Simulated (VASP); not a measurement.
# TiTe2 (P-3m1) in VASP: a series of runs

Runs on TiTe2. Level: PBE+D3(BJ). Tasks: relaxation of shape and atoms at fixed volume, relaxation of cell and atoms.

All numbers are computed with VASP 6.6.1; they aren't measurements. Logs are shortened: lines on timing, memory, paths and dates and some standing lists are left out, and cuts for length are marked.

## (1) The cell of the first run

Symmetry: P-3m1, No. 164, trigonal system. Conventional cell: a = 3.672 Å, b = 3.672 Å, c = 6.347 Å, α = 90.00°, β = 90.00°, γ = 120.00°. Within 3.7 Å of Ti (site symmetry -3m) lie 6 Te at 2.73 Å and 6 Ti at 3.67 Å. Within 3.7 Å of Te (site symmetry 3m) lie 3 Ti at 2.73 Å and 9 Te at 3.60 to 3.67 Å.

## (2) Relaxation of shape and atoms at fixed volume, PBE+D3(BJ) (24.71 Å³/atom)

The input, INCAR:

```
SYSTEM = TiTe2
  ALGO = Normal
  EDIFF = 1E-6
  EDIFFG = -0.001
  ENCUT = 600
  GGA = PE
  IBRION = 2
  ISIF = 4
  ISMEAR = -1
  IVDW = 12
  LASPH = .TRUE.
  LCHARG = .FALSE.
  LREAL = .FALSE.
  LWAVE = .FALSE.
  NELM = 100
  NSW = 80
  PREC = Accurate
  SIGMA = 0.15
```

The input, KPOINTS:

```
k-points
0
G
  15 15 8
  0 0 0
```

The input, POSCAR:

```
TiTe2
1.0
    3.6721297463      0.0000000000      0.0000000000
   -1.8360648732      3.1801576463      0.0000000000
    0.0000000000      0.0000000000      6.3468355685
Ti Te
1 2
Direct
    0.0000000000      0.0000000000      0.0000000000
    0.6666666667      0.3333333333      0.2711629980
    0.3333333333      0.6666666667      0.7288370020
```

Potentials or basis: VASP PAW PBE potentials, release 64 (Ti_sv, Te).

Launch:

```sh
$ cat potpaw_PBE.64/Ti_sv/POTCAR potpaw_PBE.64/Te/POTCAR > POTCAR
$ mpirun -np 1 vasp_std > vasp.out
```

OUTCAR:

```text
SYSTEM = TiTe2
   EDIFF = 1E-6
   EDIFFG = -0.001
   ENCUT = 600
   GGA = PE
   IBRION = 2
   ISIF = 4
   ISMEAR = -1
   IVDW = 12
   LASPH = .TRUE.
   LREAL = .FALSE.
   NELM = 100
   NSW = 80
   PREC = Accurate
 IVDW          = 12

 ion  position               nearest neighbor table
   1  0.000  0.000  0.000-   2 2.73   3 2.73   2 2.73   3 2.73   2 2.73   3 2.73
   2  0.667  0.333  0.271-   1 2.73   1 2.73   1 2.73   3 3.60   3 3.60   3 3.60
   3  0.333  0.667  0.729-   1 2.73   1 2.73   1 2.73   2 3.60   2 3.60   2 3.60

  LATTYP: Found a hexagonal cell.
 ALAT       =     3.6721297463
 C/A-ratio  =     1.7283799885

  Lattice vectors:

 A1 = (   3.6721297463,   0.0000000000,   0.0000000000)
 A2 = (  -1.8360648732,   3.1801576463,   0.0000000000)
 A3 = (   0.0000000000,   0.0000000000,   6.3468355685)

Analysis of symmetry for initial positions (statically):
=====================================================================
 Subroutine PRICEL returns:
 Original cell was already a primitive cell.

 Routine SETGRP: Setting up the symmetry group for a
 hexagonal supercell.

 Subroutine GETGRP returns: Found 12 space group operations
 (whereof 12 operations were pure point group operations)
 out of a pool of 24 trial point group operations.

The static configuration has the point symmetry D_3d.

Analysis of symmetry for dynamics (positions and initial velocities):
=====================================================================
 Subroutine PRICEL returns:
 Original cell was already a primitive cell.

 Routine SETGRP: Setting up the symmetry group for a
 hexagonal supercell.

 Subroutine GETGRP returns: Found 12 space group operations
 (whereof 12 operations were pure point group operations)
 out of a pool of 24 trial point group operations.

The dynamic configuration has the point symmetry D_3d.

 Subroutine INISYM returns: Found 12 space group operations
 (whereof 12 operations are pure point group operations),
 and found     1 'primitive' translations

----------------------------------------------------------------------------------------

                                     Primitive cell

  volume of cell :      74.1180

  direct lattice vectors                    reciprocal lattice vectors
     3.672129746  0.000000000  0.000000000     0.272321532  0.157224910  0.000000000
    -1.836064873  3.180157646  0.000000000     0.000000000  0.314449820  0.000000000
     0.000000000  0.000000000  6.346835569     0.000000000  0.000000000  0.157558832

  length of vectors
     3.672129746  3.672129746  6.346835569     0.314449820  0.314449820  0.157558832

  position of ions in fractional coordinates (direct lattice)
     0.000000000  0.000000000  0.000000000
     0.666666667  0.333333333  0.271162998
     0.333333333  0.666666667  0.728837002

  ion indices of the primitive-cell ions
   primitive index   ion index
                 1           1
                 2           2
                 3           3

----------------------------------------------------------------------------------------

 KPOINTS: k-points

Automatic generation of k-mesh.
 Grid dimensions read from file:
 generate k-points for:   15   15    8

 Generating k-lattice:

  Cartesian coordinates                     Fractional coordinates (reciprocal lattice)
     0.018154769  0.010481661  0.000000000     0.066666667  0.000000000  0.000000000
     0.000000000  0.020963321  0.000000000     0.000000000  0.066666667  0.000000000
     0.000000000  0.000000000  0.019694854     0.000000000  0.000000000  0.125000000

  Length of vectors
     0.020963321  0.020963321  0.019694854

  Shift w.r.t. Gamma in fractional coordinates (k-lattice)
     0.000000000  0.000000000  0.000000000

 Subroutine IBZKPT returns following result:
 ===========================================

 Found    192 irreducible k-points:

 Following reciprocal coordinates:
            Coordinates               Weight
  0.000000  0.000000  0.000000      1.000000
  0.066667  0.000000  0.000000      6.000000
  0.133333  0.000000  0.000000      6.000000
  0.200000 -0.000000  0.000000      6.000000
  0.266667  0.000000  0.000000      6.000000
  0.333333  0.000000  0.000000      6.000000
[... 16 lines left out ...]
  0.333333  0.200000  0.000000     12.000000
  0.400000  0.200000  0.000000      6.000000
 [... further k-points ...]
   k-points           NKPTS =    192   k-points in BZ     NKDIM =    192   number of bands    NBANDS=     16
   number of dos      NEDOS =    301   number of ions     NIONS =      3
   total plane-waves  NPLWV =  48600
   dimension x,y,z NGX =    30 NGY =   30 NGZ =   54
   dimension x,y,z NGXF=    60 NGYF=   60 NGZF=  108
   ions per type =               1   2
   NGX,Y,Z   is equivalent  to a cutoff of  13.58, 13.58, 14.14 a.u.
   NGXF,Y,Z  is equivalent  to a cutoff of  27.16, 27.16, 28.29 a.u.
 SYSTEM =  TiTe2
   PREC   = accura    normal or accurate (medium, high low for compatibility)
   ISTART =      0    job   : 0-new  1-cont  2-samecut
   ICHARG =      2    charge: 1-file 2-atom 10-const
   ISPIN  =      1    spin polarized calculation?
   LNONCOLLINEAR =      F non collinear calculations
   LSORBIT =      F    spin-orbit coupling
   LASPH  =      T    aspherical Exc in radial PAW
   ENCUT  =  600.0 eV  44.10 Ry    6.64 a.u.   7.33  7.33 12.68*2*pi/ulx,y,z
   NELM   =    100;   NELMIN=  2; NELMDL= -5     # of ELM steps
   EDIFF  = 0.1E-05   stopping-criterion for ELM
   LREAL  =      F    real-space projection
   EDIFFG = -.1E-02   stopping-criterion for IOM
   NSW    =     80    number of steps for IOM
   IBRION =      2    ionic relax: 0-MD 1-quasi-New 2-CG
   NFREE  =      1    steps in history (QN), initial steepest desc. (CG)
   ISIF   =      4    stress and relaxation
   ISYM   =      2    0-nonsym 1-usesym 2-fastsym
   POTIM  = 0.5000    time-step for ionic-motion
   TEBEG  =    0.0;   TEEND  =   0.0 temperature during run
   PSTRESS=    0.0 pullay stress
   NELECT =      24.0000    total number of electrons
   NUPDOWN=      -1.0000    fix difference up-down
   EMIN   =  10.00;   EMAX   =-10.00  energy-range for DOS
   EFERMI =   0.00;   METHOD = LEGACY
   ISMEAR =    -1;   SIGMA  =   0.15  broadening in eV -4-tet -1-fermi 0-gaus
   EFERMI_NEDOS =   21; number of points for ismear=-14 and -15
   IALGO  =     38    algorithm
   IMIX   =      4    mixing-type and parameters
     AMIX     =   0.40;   BMIX     =  1.00
     AMIX_MAG =   1.60;   BMIX_MAG =  1.00
  volume/ion in A,a.u.               =      24.71       166.72
  Fermi-wavevector in a.u.,A,eV,Ry     =   1.124184  2.124399 17.194892  1.263789
  Thomas-Fermi vector in A             =   2.260854
   LORBIT       =      0    0 simple, 1 ext, 2 COOP (PROOUT), +10 PAW based schemes
   GGA     = PE    functional components
   LHFCALC =     F    Hartree Fock is set to
   AEXX    =    0.0000 exact exchange contribution
   IVDW    =    12    specifies the selected vdW correction
   LEPSILON=     F    determine dielectric tensor
   LRPA    =     F    only Hartree local field effects (RPA)
 conjugate gradient relaxation of ions
 non-spin polarized calculation
  energy-cutoff  :      600.00
  volume of cell :       74.12
 maximum number of plane-waves:      2527
 NGX is ok and might be reduce to    30
   NGX = 15   NGY = 15   NGZ = 25

--------------------------------------- Ionic step        1  -------------------------------------------

 number of electron      23.9999998 magnetization

 Free energy of the ion-electron system (eV)
  ---------------------------------------------------
  ext. energy  EPLUGINS =         0.00000000
  ---------------------------------------------------
  free energy    TOTEN  =       -16.16210804 eV

  energy without entropy =      -16.05299394  energy(sigma->0) =      -16.10755099

------------------------ aborting loop because EDIFF is reached ----------------------------------------

 Edisp (eV)   -1.59788

 E8    (eV) :    -0.7399

  FORCE on cell =-STRESS in cart. coord.  units (eV):
  Direction    XX          YY          ZZ          XY          YZ          ZX
  --------------------------------------------------------------------------------------
  -------------------------------------------------------------------------------------
  Total       0.58507     0.58507     0.66600    -0.00000     0.00000     0.00000
  in kB      12.64718    12.64718    14.39668    -0.00000     0.00000     0.00000
  external pressure =       13.23 kB  Pullay stress =        0.00 kB
[... 100 lines left out ...]
  FREE ENERGIE OF THE ION-ELECTRON SYSTEM (eV)
  ---------------------------------------------------
  free  energy   TOTEN  =       -17.7628701792 eV

  energy  without entropy=      -17.6521929957  energy(sigma->0) =      -17.70753159

[... ionic steps 4 to 12 ...]

--------------------------------------- Ionic step       13  -------------------------------------------

 number of electron      23.9999998 magnetization

------------------------ aborting loop because EDIFF is reached ----------------------------------------

 Edisp (eV)   -1.59816

 E8    (eV) :    -0.7400
[... 71 lines left out ...]
  energy  without entropy=      -17.6527157099  energy(sigma->0) =      -17.70793031

--------------------------------------- Ionic step       15  -------------------------------------------

 number of electron      23.9999998 magnetization

 Free energy of the ion-electron system (eV)
  ---------------------------------------------------
  ext. energy  EPLUGINS =         0.00000000
  ---------------------------------------------------
  free energy    TOTEN  =       -16.16498678 eV

  energy without entropy =      -16.05457596  energy(sigma->0) =      -16.10978137

 E-fermi :   7.8327     XC(G=0): -10.2697

 val. band max:        7.8309929224   @ k =   0.4000   0.0667   0.3750
 cond. band min:       7.8377323347   @ k =   0.0667   0.0000   0.5000
 fundamental gap:      0.0067394122
 Fermi energy:         7.8326776026

 k-point     1 :       0.0000    0.0000    0.0000
  band No.  band energies     occupation
      1     -49.4579      2.00000
      2     -25.7265      2.00000
      3     -25.7265      2.00000
      4     -25.6961      2.00000
      5      -5.0453      2.00000
      6      -3.2542      2.00000
[... 8 lines left out ...]
     15       9.1843      0.00024
     16      10.9555      0.00000
[... 420 lines left out ...]
  band No.  band energies     occupation
      1     -49.4531      2.00000
      2     -25.7766      2.00000
      3     -25.7520      2.00000
      4     -25.6815      2.00000
      5      -2.8367      2.00000
      6      -2.6154      2.00000
[... 8 lines left out ...]
     15       9.4736      0.00004
     16      10.2002      0.00000

 [... further k-points ...]

------------------------ aborting loop because EDIFF is reached ----------------------------------------

 Edisp (eV)   -1.59816

 E8    (eV) :    -0.7400

  FORCE on cell =-STRESS in cart. coord.  units (eV):
  Direction    XX          YY          ZZ          XY          YZ          ZX
  --------------------------------------------------------------------------------------
  -------------------------------------------------------------------------------------
  Total       0.38344     0.38344     0.37930    -0.00000    -0.00000    -0.00000
  in kB       8.28870     8.28870     8.19914    -0.00000    -0.00000    -0.00000
  external pressure =        8.26 kB  Pullay stress =        0.00 kB
[... 18 lines left out ...]
  FREE ENERGIE OF THE ION-ELECTRON SYSTEM (eV)
  ---------------------------------------------------
  free  energy   TOTEN  =       -17.7631448450 eV

  energy  without entropy=      -17.6527340252  energy(sigma->0) =      -17.70793944

 reached required accuracy - stopping structural energy minimisation
```

It took 35 min on 1 thread of Intel Xeon Platinum 8259CL at 2.50GHz (Skylake/Cascade Lake), shared host; peak memory 0.45 GiB.

What came out:

| Item | Value |
| --- | --- |
| Free energy | -17.7631 eV |
| Energy gained by relaxing | 1.1 meV/atom |
| Ionic steps | 15 |
| Pressure after relaxing | 0.8 GPa |
| Band gap on the k mesh | zero (bands 12 and 13 overlap by 0.85 eV) |
| Dispersion energy per atom | -0.533 eV |

The path:
```
step  energy change (eV)  largest force (eV/Å)  pressure (GPa)  volume (Å³)
   1              0.0000                0.1861            1.32        74.12
   2             -0.0024                0.0802            1.12        74.12
   3             -0.0029                0.0003            0.85        74.12
   4             -0.0029                0.0064            0.87        74.12
   5             -0.0031                0.0045            0.85        74.12
   6             -0.0032                0.0020            0.82        74.12
   7             -0.0032                0.0017            0.83        74.12
   8             -0.0032                0.0012            0.82        74.12
   9             -0.0032                0.0016            0.82        74.12
  10             -0.0032                0.0006            0.84        74.12
  11             -0.0031                0.0059            0.80        74.12
  12             -0.0032                0.0017            0.82        74.12
  13             -0.0032                0.0011            0.83        74.12
  14             -0.0032                0.0008            0.84        74.12
  15             -0.0032                0.0004            0.83        74.12
```

Final structure:
```cif
data_structure
_symmetry_space_group_name_H-M 'P 1'
_symmetry_Int_Tables_number 1
_cell_length_a 3.6764
_cell_length_b 3.6764
_cell_length_c 6.3322
_cell_angle_alpha 90.000
_cell_angle_beta 90.000
_cell_angle_gamma 120.000
_cell_volume 74.12
loop_
_atom_site_label
_atom_site_type_symbol
_atom_site_fract_x
_atom_site_fract_y
_atom_site_fract_z
_atom_site_occupancy
Ti1 Ti 0.00000 0.00000 0.00000 1
Te1 Te 0.66667 0.33333 0.27398 1
Te2 Te 0.33333 0.66667 0.72602 1
```

Caveat: spin-orbit coupling is left out, which moves the levels of the heavy elements.

## (3) Relaxation of cell and atoms, PBE+D3(BJ)

This run uses another cell than the first one, of 25.17 Å³/atom.

The input, INCAR:

```
PREC = Accurate
ENCUT = 600
EDIFF = 1E-7
ISMEAR = -1
SIGMA = 0.15
LREAL = F
LASPH = T
NELM = 80
ALGO = Normal
ISIF = 3
LWAVE = F
LCHARG = F
GGA = PE
IVDW = 12
IBRION = 2
NSW = 80
EDIFFG = -0.001
```

The input, KPOINTS:

```
Automatic mesh
0
Gamma
  15 15 8
```

The input, POSCAR:

```
TiTe2
1.0
    3.6962848741      0.0000000000      0.0000000000
   -1.8481424371      3.2010766006      0.0000000000
    0.0000000000      0.0000000000      6.3828329768
Ti Te
1 2
Direct
    0.0000000000      0.0000000000      0.0000000000
    0.6666666667      0.3333333333      0.2711838250
    0.3333333333      0.6666666667      0.7288161750
```

Potentials or basis: VASP PAW PBE potentials, release 64 (Ti_sv, Te).

Launch:

```sh
$ cat potpaw_PBE.64/Ti_sv/POTCAR potpaw_PBE.64/Te/POTCAR > POTCAR
$ mpirun -np 1 vasp_std > vasp.out
```

Run time: 34 min. Hardware: 1 thread of Intel Xeon Platinum 8259CL at 2.50GHz (Skylake/Cascade Lake), shared host; peak memory 0.46 GiB.

It converged, with:

```yaml
Free_energy: -17.7668 eV
Energy_gained_by_relaxing: 0.0 meV/atom
Ionic_steps: 13
Pressure_after_relaxing: 0.0 GPa
Band_gap_on_the_k_mesh: zero (bands 12 and 13 overlap by 0.81 eV)
Dispersion_energy_per_atom: -0.523 eV
```

Final structure:
```yaml
crystal:
  lattice:
    - [3.69631, 0.00000, 0.00000]
    - [-1.84815, 3.20110, 0.00000]
    - [0.00000, 0.00000, 6.38321]
  atoms:
    - { symbol: Ti, position: [0.00000, 0.00000, 0.00000] }
    - { symbol: Te, position: [0.66667, 0.33333, 0.27153] }
    - { symbol: Te, position: [0.33333, 0.66667, 0.72847] }
```

Levels at points of the mesh, in eV from the Fermi level:
```csv
k point,band 10,band 11,band 12,band 13,band 14,band 15
"(0.00, 0.00, 0.00)",0.27,0.49,0.49,0.73,1.30,1.30
"(0.00, 0.00, 0.50)",-1.48,0.47,0.47,0.87,0.87,1.12
```

Caveat: spin-orbit coupling is left out, which moves the levels of the heavy elements.
